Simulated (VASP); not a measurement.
Runs of VASP 6.6.1 on Mg. The structure is that of space group P6_3/mmc (No. 194), or close to it. The cells are those of the table. 

```tsv
cell	gap on the mesh (eV)	pressure (GPa)
a = 3.081, b = 3.081, c = 5.002 Å, angles 90.0, 90.0, 120.0°, 2 atoms	none	4.8
a = 2.953, b = 2.953, c = 5.210 Å, angles 90.0, 90.0, 120.0°, 2 atoms	none	(b)
a = 3.081, b = 3.081, c = 5.210 Å, angles 90.0, 90.0, 120.0°, 2 atoms	none	(a)
a = 2.953, b = 2.953, c = 5.627 Å, angles 90.0, 90.0, 120.0°, 2 atoms	none	4.6
a = 3.209, b = 3.209, c = 4.794 Å, angles 90.0, 90.0, 120.0°, 2 atoms	none	(c)
a = 3.209, b = 3.209, c = 5.002 Å, angles 90.0, 90.0, 120.0°, 2 atoms	none	1.0
a = 3.081, b = 3.081, c = 4.794 Å, angles 90.0, 90.0, 120.0°, 2 atoms	none	7.4
a = 2.953, b = 2.953, c = 4.794 Å, angles 90.0, 90.0, 120.0°, 2 atoms	none	13.7
```

Alike in all rows: task single point; level PBE; potentials or basis VASP PAW PBE potentials, release 64 (Mg); no spin polarisation; k mesh 18 × 18 × 10; cutoff (eV) 520; smearing gaussian 0.15 eV.

Question: Fill in the values left out.

Answer: (a) 2.9; (b) 8.0; (c) 3.1.

Caveats: the cell stands under pressure (at least some runs); the stress differs along the axes, from 3 to 10 GPa (at least some runs); the stress differs along the axes, from -2 to 8 GPa (at least some runs); the stress differs along the axes, from 1 to 7 GPa (at least some runs).

A gap of «none» marks levels without a gap at the run's occupations.
